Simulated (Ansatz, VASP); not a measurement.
# Rh: VASP beside Ansatz

The input INCAR:

```
SYSTEM = Rh
PREC = Accurate
ENCUT = 600
EDIFF = 1E-6
ISMEAR = -1
SIGMA = 0.1
LREAL = .FALSE.
LASPH = .TRUE.
NELM = 60
ALGO = Normal
ISIF = 3
LWAVE = .FALSE.
LCHARG = .FALSE.
GGA = CA
IBRION = 2
NSW = 80
EDIFFG = -0.01
```

File KPOINTS:

```
Automatic mesh
0
G
  13 13 4
  0 0 0
```

The input POSCAR:

```
Rh
1.0
    2.6891940459      0.0000000000      0.0000000000
   -1.3445970229      2.3289103594      0.0000000000
    0.0000000000      0.0000000000      8.7829077538
Rh
4
Direct
    0.0000000000      0.0000000000      0.0000000000
    0.0000000000      0.0000000000      0.5000000000
    0.3333333333      0.6666666667      0.2500000000
    0.6666666667      0.3333333333      0.7500000000
```

Input for Ansatz:

```yaml
crystal:
  lattice:
    - [2.6891940459, 0.0, 0.0]
    - [-1.3445970229, 2.3289103594, 0.0]
    - [0.0, 0.0, 8.7829077538]
  atoms:
    - { symbol: Rh, position: [0.0, 0.0, 0.0] }
    - { symbol: Rh, position: [0.0, 0.0, 0.5] }
    - { symbol: Rh, position: [0.3333333333, 0.6666666667, 0.25] }
    - { symbol: Rh, position: [0.6666666667, 0.3333333333, 0.75] }
hamiltonian:
  xc: lda
  pseudopotentials:
    kind: paw
    azcp:
      Rh: "pseudopotentials/Rh.paw.azcp"
basis:
  ecutwfc: 420
  fft_grid_basis: typed
kpoints:
  mp_grid: { grid: [13, 13, 4], shift: [0, 0, 0] }
magnetization:
  spin_polarized: false
scf:
  occupations: { method: fermi_dirac, width: 0.1 }
relax:
  max_steps: 60
  f_tol: 0.01
  cell: {}
```

Alike in both runs: task relaxation of cell and atoms; functional LDA; k mesh 13 × 13 × 4; occupations fermi-dirac, width 0.1 eV; no spin polarisation.

```csv
,VASP,Ansatz
version,VASP 6.6.1,Ansatz 0.2.0
potentials or method,"VASP PAW LDA potentials, release 64 (Rh_pv), cutoff 600 eV","plane waves (420 eV) with PAW, scalar-relativistic"
valence electrons in the cell,60,68
```

|  | VASP | Ansatz | Ansatz less VASP |
| --- | --- | --- | --- |
| relaxed volume (Å³/atom) | 13.30 | 13.26 | -0.034 |
| relaxed length of the cell vector where the two differ most in proportion (Å) | 2.660 | 2.658 | -0.0025 |

Ansatz warns that its potentials were made for another functional, while VASP's fit it. LDA's correlation is that of Perdew and Zunger in VASP and of Perdew and Wang (1992) in Ansatz. VASP's potentials hold 60 valence electrons a cell and Ansatz's 68, so a difference there can come from the potentials and not from the codes.
